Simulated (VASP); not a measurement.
## Li2Se: single point with RPBE

The system is Li2Se.

```xyz
3
Lattice="0.0000 2.9927 2.9927 2.9927 0.0000 2.9927 2.9927 2.9927 0.0000" Properties=species:S:1:pos:R:3 pbc="T T T"
Li    1.4963    1.4963    1.4963
Li    4.4890    4.4890    4.4890
Se    0.0000    0.0000    0.0000
```

```json
{"Program": "VASP 6.6.1", "Task": "single point", "Functional": "RPBE", "Potentials or basis": "VASP PAW PBE potentials, release 64 (Li_sv, Se)", "Cutoff": "750 eV", "k mesh": "8 × 8 × 8", "Occupations": "methfessel-paxton, width 0.05 eV", "Spin": "no spin polarisation"}
```

```json
{"Pressure": "1.6 GPa", "Band gap on the k mesh": "3.11 eV, indirect (least direct gap 3.60 eV)"}
```

Levels at points of the mesh, in eV from the valence-band top:
```
           k point  band 3  band 4  band 5  band 6  band 7  band 8  band 9  band 10
(0.00, 0.00, 0.00)  -11.37    0.00    0.00    0.00    3.60    5.73    5.73     5.73
(0.50, 0.00, 0.00)  -11.00   -2.89   -0.53   -0.53    5.27    6.06    6.06     8.16
(0.50, 0.50, 0.00)  -10.89   -2.28   -1.44   -1.44    3.11    6.27   10.53    10.53
```

It took 39 s on 1 thread of Intel(R) Xeon(R) Platinum 8375C CPU @ 2.90GHz (Ice Lake) (shared host), peak memory 0.24 GiB.

Caveat: the PAW data sets were made with another functional, which shifts forces and pressure a little. A k mesh can miss the band edges.
